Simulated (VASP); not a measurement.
# Si4O7 (a cell with a defect) in VASP: a series of runs, part 2 of 2

VASP 6.6.1.

### 3 Single point, LDA (atom 9 moved 0.250 of the way to it and -0.500 Å across, host rigid)

File INCAR:

```
SYSTEM = Si4O7
ALGO = Normal
EDIFF = 1E-6
ENCUT = 520
ISIF = 2
ISMEAR = 0
LASPH = .TRUE.
LCHARG = .TRUE.
LELF = .TRUE.
LREAL = .FALSE.
LVHAR = .TRUE.
LWAVE = .FALSE.
NBANDS = 40
NELM = 80
PREC = Accurate
SIGMA = 0.05
```

File KPOINTS:

```
k-points
0
G
  6 6 6
  0 0 0
```

File POSCAR:

```
Si4O7
1.0
    0.0000000000      4.1548619959     -2.6614337333
    0.0000000000     -4.1548619959     -2.6614337333
   -4.1548619959      0.0000000000      2.6614337333
Si O
4 7
Direct
    0.2500000000      0.7500000000      0.5000000000
    0.7500000000      0.2500000000      0.5000000000
    0.0000000000      0.0000000000      1.0000000000
    0.5000000000      0.5000000000      1.0000000000
    1.0000000000      0.3055647994      0.3055647994
    0.5555647994      0.7500000000      0.8055647994
    0.0555647994      0.2500000000      0.8055647994
    0.0000000000      0.6944352006      0.6944352006
    0.4149061050      0.0972176003      0.5121237053
    0.9444352006      0.7500000000      0.1944352006
    0.4444352006      0.2500000000      0.1944352006
```

Potentials or basis: VASP PAW LDA potentials, release 64 (Si, O).

The run is started by

```
$ cat potpaw_LDA.64/Si/POTCAR potpaw_LDA.64/O/POTCAR > POTCAR
$ mpirun -np 1 vasp_std > vasp.out
```

OUTCAR:

```text
SYSTEM = Si4O7
   EDIFF = 1E-6
   ENCUT = 520
   ISIF = 2
   ISMEAR = 0
   LASPH = .TRUE.
   LREAL = .FALSE.
   NELM = 80
   PREC = Accurate

 ion  position               nearest neighbor table
   1  0.250  0.750  0.500-   9 1.53   8 1.75   5 1.75   6 1.80  10 1.80   2 2.66   2 2.66
   2  0.750  0.250  0.500-   9 1.53   8 1.75   5 1.75   7 1.80  11 1.80   1 2.66   1 2.66
   3  0.000  0.000  0.000-   6 1.75   7 1.75  10 1.75  11 1.75   5 1.80   8 1.80   9 2.50   4 2.66
                             4 2.66
   4  0.500  0.500  0.000-   6 1.75   7 1.75  10 1.75  11 1.75   9 2.42   3 2.66   3 2.66
   5  0.000  0.306  0.306-   1 1.75   2 1.75   3 1.80
   6  0.556  0.750  0.806-   3 1.75   4 1.75   1 1.80
   7  0.056  0.250  0.806-   3 1.75   4 1.75   2 1.80
   8  0.000  0.694  0.694-   1 1.75   2 1.75   3 1.80
   9  0.415  0.097  0.512-   1 1.53   2 1.53  10 1.94  11 1.94   4 2.42   3 2.50
  10  0.944  0.750  0.194-   3 1.75   4 1.75   1 1.80   9 1.94
  11  0.444  0.250  0.194-   3 1.75   4 1.75   2 1.80   9 1.94

  LATTYP: Found a body centered tetragonal cell.
 ALAT       =     5.8758621844
 C/A-ratio  =     0.9058870511

  Lattice vectors:

 A1 = (   0.0000000000,   4.1548619959,  -2.6614337333)
 A2 = (   0.0000000000,  -4.1548619959,  -2.6614337333)
 A3 = (  -4.1548619959,   0.0000000000,   2.6614337333)

Analysis of symmetry for initial positions (statically):
=====================================================================
 Subroutine PRICEL returns:
 Original cell was already a primitive cell.

 Routine SETGRP: Setting up the symmetry group for a
 body centered tetragonal supercell.

 Subroutine GETGRP returns: Found  2 space group operations
 (whereof  2 operations were pure point group operations)
 out of a pool of 16 trial point group operations.

The static configuration has the point symmetry C_1h.

Analysis of symmetry for dynamics (positions and initial velocities):
=====================================================================
 Subroutine PRICEL returns:
 Original cell was already a primitive cell.

 Routine SETGRP: Setting up the symmetry group for a
[... 157 lines left out ...]
  energy-cutoff  :      520.00
  volume of cell :       91.89
 maximum number of plane-waves:      2502
 NGX is ok and might be reduce to    40
   NGX = 19   NGY = 19   NGZ = 19

 number of electron      58.0000005 magnetization

 Free energy of the ion-electron system (eV)
  ---------------------------------------------------
  ext. energy  EPLUGINS =         0.00000000
  ---------------------------------------------------
  free energy    TOTEN  =       -86.59452867 eV

  energy without entropy =      -86.59452867  energy(sigma->0) =      -86.59452867

 E-fermi :  11.3369     XC(G=0): -12.3645

 val. band max:       11.0437558346   @ k =   0.5000   0.5000   0.5000
 cond. band min:      11.9470530459   @ k =  -0.1667   0.1667   0.1667
 fundamental gap:      0.9032972113
 Fermi energy:        11.3368946792

 k-point     1 :       0.0000    0.0000    0.0000
  band No.  band energies     occupation
      1     -15.0066      2.00000
      2     -12.6790      2.00000
      3     -11.8784      2.00000
      4     -11.3051      2.00000
      5     -10.9492      2.00000
      6     -10.7839      2.00000
[... 1021 lines left out ...]
     39      18.6913      0.00000
     40      19.0806      0.00000

 [... further k-points ...]

------------------------ aborting loop because EDIFF is reached ----------------------------------------

  FORCE on cell =-STRESS in cart. coord.  units (eV):
  Direction    XX          YY          ZZ          XY          YZ          ZX
  --------------------------------------------------------------------------------------
  -------------------------------------------------------------------------------------
  Total        6.5741333      5.5006535     19.4155603     -3.1466269      0.0000000      0.0000000
  in kB      114.6278725     95.9104675    338.5334996    -54.8652015      0.0000000      0.0000000
  external PRESSURE =     183.0239465 kB  Pullay stress =       0.0000000 kB

 VOLUME and BASIS-vectors are now :
 -----------------------------------------------------------------------------
  energy-cutoff  :      520.00
  volume of cell :       91.89
      direct lattice vectors                 reciprocal lattice vectors
     0.000000000  4.154861996 -2.661433733    -0.120340940  0.120340940 -0.187868664
     0.000000000 -4.154861996 -2.661433733    -0.120340940 -0.120340940 -0.187868664
    -4.154861996  0.000000000  2.661433733    -0.240681881  0.000000000  0.000000000

 POSITION                                       TOTAL-FORCE (eV/Angst)
 -----------------------------------------------------------------------------------
     -2.07743     -2.07743     -1.33072         2.375750      3.795887      3.904767
     -2.07743      2.07743     -1.33072         2.375750      3.795887     -3.904767
      0.00000      0.00000      0.00000        -0.404383      0.048707      0.000000
      0.00000      0.00000     -2.66143        -3.366728     -2.969897      0.000000
     -1.26958     -1.26958      0.00000         0.172210      0.101843      0.000000
     -3.34701     -0.80785     -1.33072         1.035767     -0.419732     -0.774004
     -3.34701     -0.80785      1.33072         1.035767     -0.419732      0.774004
     -2.88528     -2.88528      0.00000        -0.175043     -0.136549      0.000000
     -2.12780      1.31995      0.00000       -10.584499     -3.357746     -0.000000
     -0.80785      0.80785     -3.99215         3.767705     -0.219333      3.074135
     -0.80785      0.80785     -1.33072         3.767705     -0.219333     -3.074135
 -----------------------------------------------------------------------------------
    total drift:                                0.000399     -0.000263     -0.000001

  FREE ENERGIE OF THE ION-ELECTRON SYSTEM (eV)
  ---------------------------------------------------
  free  energy   TOTEN  =       -86.5945286736 eV

  energy  without entropy=      -86.5945286736  energy(sigma->0) =      -86.59452867
```

It took 13 min on 1 thread of AMD EPYC 7R13, shared host; peak memory 0.27 GiB.

Results:

```yaml
Free_energy: -86.5945 eV
Pressure: 18.3 GPa
Largest_force: 11.104 eV/Å
Band_gap_on_the_k_mesh: 0.90 eV
```

Forces on the atoms (eV/Å):
```
Si    2.376   3.796   3.905
Si    2.376   3.796  -3.905
Si   -0.404   0.049   0.000
Si   -3.367  -2.970   0.000
O     0.172   0.102   0.000
O     1.036  -0.420  -0.774
O     1.036  -0.420   0.774
O    -0.175  -0.137   0.000
O   -10.584  -3.358   0.000
O     3.768  -0.219   3.074
O     3.768  -0.219  -3.074
```

Caveat: the cell differs from its parent crystal (atom 9 moved 0.250 of the way to it and -0.500 Å across, host rigid).

### 4 Single point, LDA (atom 9 moved 0.000 of the way to it and -0.125 Å across, host rigid)

File INCAR:

```
SYSTEM = Si4O7
ALGO = Normal
EDIFF = 1E-7
ENCUT = 520
GGA = CA
ISIF = 2
ISMEAR = 0
LASPH = .True.
LCHARG = .False.
LREAL = .False.
LWAVE = .False.
NBANDS = 40
NELM = 80
PREC = Accurate
SIGMA = 0.05
```

File KPOINTS:

```
k-points
0
Gamma
  6 6 6
  0 0 0
```

Changes to POSCAR since step 3:

```diff
@@ -16,3 +16,3 @@
     0.0000000000      0.6944352006      0.6944352006
-    0.4149061050      0.0972176003      0.5121237053
+    0.4787265262      0.1944352006      0.6731617268
     0.9444352006      0.7500000000      0.1944352006
```

Potentials or basis: VASP PAW LDA potentials, release 64 (Si, O).

The run is started by

```
$ cat potpaw_LDA.64/Si/POTCAR potpaw_LDA.64/O/POTCAR > POTCAR
$ mpirun -np 1 vasp_std > vasp.out
```

OUTCAR:

```text
SYSTEM = Si4O7
   EDIFF = 1E-7
   ENCUT = 520
   GGA = CA
   ISIF = 2
   ISMEAR = 0
   LASPH = .True.
   LREAL = .False.
   NELM = 80
   PREC = Accurate

 ion  position               nearest neighbor table
   1  0.250  0.750  0.500-   5 1.75   8 1.75   9 1.76   6 1.80  10 1.80   2 2.66   2 2.66
   2  0.750  0.250  0.500-   5 1.75   8 1.75   9 1.76   7 1.80  11 1.80   1 2.66   1 2.66
   3  0.000  0.000  0.000-   6 1.75   7 1.75  10 1.75  11 1.75   5 1.80   8 1.80   4 2.66   4 2.66

   4  0.500  0.500  0.000-   6 1.75   7 1.75  10 1.75  11 1.75   9 1.80   3 2.66   3 2.66
   5  0.000  0.306  0.306-   1 1.75   2 1.75   3 1.80
   6  0.556  0.750  0.806-   3 1.75   4 1.75   1 1.80
   7  0.056  0.250  0.806-   3 1.75   4 1.75   2 1.80
   8  0.000  0.694  0.694-   1 1.75   2 1.75   3 1.80
   9  0.479  0.194  0.673-   1 1.76   2 1.76   4 1.80
  10  0.944  0.750  0.194-   3 1.75   4 1.75   1 1.80
  11  0.444  0.250  0.194-   3 1.75   4 1.75   2 1.80

  LATTYP: Found a body centered tetragonal cell.
 ALAT       =     5.8758621844
 C/A-ratio  =     0.9058870511

  Lattice vectors:

 A1 = (   0.0000000000,   4.1548619959,  -2.6614337333)
 A2 = (   0.0000000000,  -4.1548619959,  -2.6614337333)
 A3 = (  -4.1548619959,   0.0000000000,   2.6614337333)

Analysis of symmetry for initial positions (statically):
=====================================================================
 Subroutine PRICEL returns:
 Original cell was already a primitive cell.

 Routine SETGRP: Setting up the symmetry group for a
 body centered tetragonal supercell.

 Subroutine GETGRP returns: Found  2 space group operations
 (whereof  2 operations were pure point group operations)
 out of a pool of 16 trial point group operations.

The static configuration has the point symmetry C_1h.

Analysis of symmetry for dynamics (positions and initial velocities):
=====================================================================
 Subroutine PRICEL returns:
 Original cell was already a primitive cell.

 Routine SETGRP: Setting up the symmetry group for a
 body centered tetragonal supercell.

 Subroutine GETGRP returns: Found  2 space group operations
 (whereof  2 operations were pure point group operations)
 out of a pool of 16 trial point group operations.

The dynamic configuration has the point symmetry C_1h.

 Subroutine INISYM returns: Found  2 space group operations
 (whereof  2 operations are pure point group operations),
 and found     1 'primitive' translations

----------------------------------------------------------------------------------------

                                     Primitive cell

  volume of cell :      91.8880

  direct lattice vectors                    reciprocal lattice vectors
     0.000000000  4.154861996 -2.661433733    -0.120340940  0.120340940 -0.187868664
     0.000000000 -4.154861996 -2.661433733    -0.120340940 -0.120340940 -0.187868664
    -4.154861996  0.000000000  2.661433733    -0.240681881  0.000000000  0.000000000

  length of vectors
[... 57 lines left out ...]
  0.000000  0.000000  0.000000      1.000000
  0.166667  0.000000 -0.000000      4.000000
  0.166667  0.000000 -0.166667      4.000000
  0.333333  0.000000 -0.000000      4.000000
  0.333333  0.000000 -0.333333      4.000000
  0.500000  0.000000 -0.000000      2.000000
[... 16 lines left out ...]
  0.000000  0.000000  0.166667      2.000000
  0.333333  0.333333 -0.000000      4.000000
 [... further k-points ...]
   k-points           NKPTS =     68   k-points in BZ     NKDIM =     68   number of bands    NBANDS=     40
   number of dos      NEDOS =    301   number of ions     NIONS =     11
   total plane-waves  NPLWV =  64000
   dimension x,y,z NGX =    40 NGY =   40 NGZ =   40
   dimension x,y,z NGXF=    80 NGYF=   80 NGZF=   80
   ions per type =               4   7
   NGX,Y,Z   is equivalent  to a cutoff of  13.48, 13.48, 13.48 a.u.
   NGXF,Y,Z  is equivalent  to a cutoff of  26.95, 26.95, 26.95 a.u.
 SYSTEM =  Si4O7
   PREC   = accura    normal or accurate (medium, high low for compatibility)
   ISTART =      0    job   : 0-new  1-cont  2-samecut
   ICHARG =      2    charge: 1-file 2-atom 10-const
   ISPIN  =      1    spin polarized calculation?
   LNONCOLLINEAR =      F non collinear calculations
   LSORBIT =      F    spin-orbit coupling
   LASPH  =      T    aspherical Exc in radial PAW
   ENCUT  =  520.0 eV  38.22 Ry    6.18 a.u.   9.17  9.17  9.17*2*pi/ulx,y,z
   NELM   =     80;   NELMIN=  2; NELMDL= -5     # of ELM steps
   EDIFF  = 0.1E-06   stopping-criterion for ELM
   LREAL  =      F    real-space projection
   EDIFFG = 0.1E-05   stopping-criterion for IOM
   NSW    =      0    number of steps for IOM
   IBRION =     -1    ionic relax: 0-MD 1-quasi-New 2-CG
   NFREE  =      0    steps in history (QN), initial steepest desc. (CG)
   ISIF   =      2    stress and relaxation
   ISYM   =      2    0-nonsym 1-usesym 2-fastsym
   POTIM  = 0.5000    time-step for ionic-motion
   TEBEG  =    0.0;   TEEND  =   0.0 temperature during run
   PSTRESS=    0.0 pullay stress
   NELECT =      58.0000    total number of electrons
   NUPDOWN=      -1.0000    fix difference up-down
   EMIN   =  10.00;   EMAX   =-10.00  energy-range for DOS
   EFERMI =   0.00;   METHOD = LEGACY
   ISMEAR =     0;   SIGMA  =   0.05  broadening in eV -4-tet -1-fermi 0-gaus
   EFERMI_NEDOS =   21; number of points for ismear=-14 and -15
   IALGO  =     38    algorithm
   IMIX   =      4    mixing-type and parameters
     AMIX     =   0.40;   BMIX     =  1.00
     AMIX_MAG =   1.60;   BMIX_MAG =  1.00
  volume/ion in A,a.u.               =       8.35        56.37
  Fermi-wavevector in a.u.,A,eV,Ry     =   1.404315  2.653771 26.832059  1.972101
  Thomas-Fermi vector in A             =   2.526889
   LORBIT       =      0    0 simple, 1 ext, 2 COOP (PROOUT), +10 PAW based schemes
   GGA     = CA    functional components
   LHFCALC =     F    Hartree Fock is set to
   AEXX    =    0.0000 exact exchange contribution
   IVDW    =     0    specifies the selected vdW correction
   LEPSILON=     F    determine dielectric tensor
   LRPA    =     F    only Hartree local field effects (RPA)
 non-spin polarized calculation
 Gauss-broadening in eV      SIGMA  =   0.05
  energy-cutoff  :      520.00
  volume of cell :       91.89
 maximum number of plane-waves:      2502
 NGX is ok and might be reduce to    40
   NGX = 19   NGY = 19   NGZ = 19

 number of electron      58.0000007 magnetization

 Free energy of the ion-electron system (eV)
  ---------------------------------------------------
  ext. energy  EPLUGINS =         0.00000000
  ---------------------------------------------------
  free energy    TOTEN  =       -91.37006751 eV

  energy without entropy =      -91.37006751  energy(sigma->0) =      -91.37006751

 E-fermi :   9.9439     XC(G=0): -12.3978

 val. band max:        9.6562821535   @ k =   0.5000   0.5000   0.5000
 cond. band min:      11.5582924769   @ k =   0.5000   0.0000   0.5000
 fundamental gap:      1.9020103234
 Fermi energy:         9.9438790114

 k-point     1 :       0.0000    0.0000    0.0000
  band No.  band energies     occupation
      1     -14.6418      2.00000
      2     -11.8463      2.00000
      3     -11.4766      2.00000
      4     -11.2219      2.00000
      5     -10.9771      2.00000
      6     -10.6481      2.00000
[... 1021 lines left out ...]
     39      18.6340      0.00000
     40      19.3090      0.00000

 [... further k-points ...]
[... 5 lines left out ...]
  --------------------------------------------------------------------------------------
  -------------------------------------------------------------------------------------
  Total        0.1896133     -0.6104626     -1.6563157     -1.7060543      0.0000000      0.0000000
  in kB        3.3061352    -10.6441452    -28.8798444    -29.7470953      0.0000000      0.0000000
  external PRESSURE =     -12.0726182 kB  Pullay stress =       0.0000000 kB

 VOLUME and BASIS-vectors are now :
 -----------------------------------------------------------------------------
  energy-cutoff  :      520.00
  volume of cell :       91.89
      direct lattice vectors                 reciprocal lattice vectors
     0.000000000  4.154861996 -2.661433733    -0.120340940  0.120340940 -0.187868664
     0.000000000 -4.154861996 -2.661433733    -0.120340940 -0.120340940 -0.187868664
    -4.154861996  0.000000000  2.661433733    -0.240681881  0.000000000  0.000000000

 POSITION                                       TOTAL-FORCE (eV/Angst)
 -----------------------------------------------------------------------------------
     -2.07743     -2.07743     -1.33072         0.549297      0.367838     -1.324320
     -2.07743      2.07743     -1.33072         0.549297      0.367838      1.324320
      0.00000      0.00000      0.00000        -0.170522     -0.104005     -0.000000
      0.00000      0.00000     -2.66143        -0.114713     -0.223735     -0.000000
     -1.26958     -1.26958      0.00000         0.219344      0.159124     -0.000000
     -3.34701     -0.80785     -1.33072        -0.050206     -0.484049     -0.362186
     -3.34701     -0.80785      1.33072        -0.050206     -0.484049      0.362186
     -2.88528     -2.88528      0.00000        -0.095752     -0.077571     -0.000000
     -2.79689      1.18119      0.00000        -1.416823      0.531831     -0.000000
     -0.80785      0.80785     -3.99215         0.290142     -0.026611      0.241125
     -0.80785      0.80785     -1.33072         0.290142     -0.026611     -0.241125
 -----------------------------------------------------------------------------------
    total drift:                               -0.000052     -0.000075      0.000001

  FREE ENERGIE OF THE ION-ELECTRON SYSTEM (eV)
  ---------------------------------------------------
  free  energy   TOTEN  =       -91.3700675094 eV

  energy  without entropy=      -91.3700675094  energy(sigma->0) =      -91.37006751
```

It took 13 min on 1 thread of AMD EPYC 7R13, shared host; peak memory 0.27 GiB.

Results:

- Free energy: -91.3701 eV
- Pressure: -1.2 GPa
- Largest force: 1.513 eV/Å
- Band gap on the k mesh: 1.90 eV

Forces on the atoms (eV/Å):
```
Si   0.549  0.368 -1.324
Si   0.549  0.368  1.324
Si  -0.171 -0.104  0.000
Si  -0.115 -0.224  0.000
O    0.219  0.159  0.000
O   -0.050 -0.484 -0.362
O   -0.050 -0.484  0.362
O   -0.096 -0.078  0.000
O   -1.417  0.532  0.000
O    0.290 -0.027  0.241
O    0.290 -0.027 -0.241
```

Caveat: the cell differs from its parent crystal (atom 9 moved 0.000 of the way to it and -0.125 Å across, host rigid).
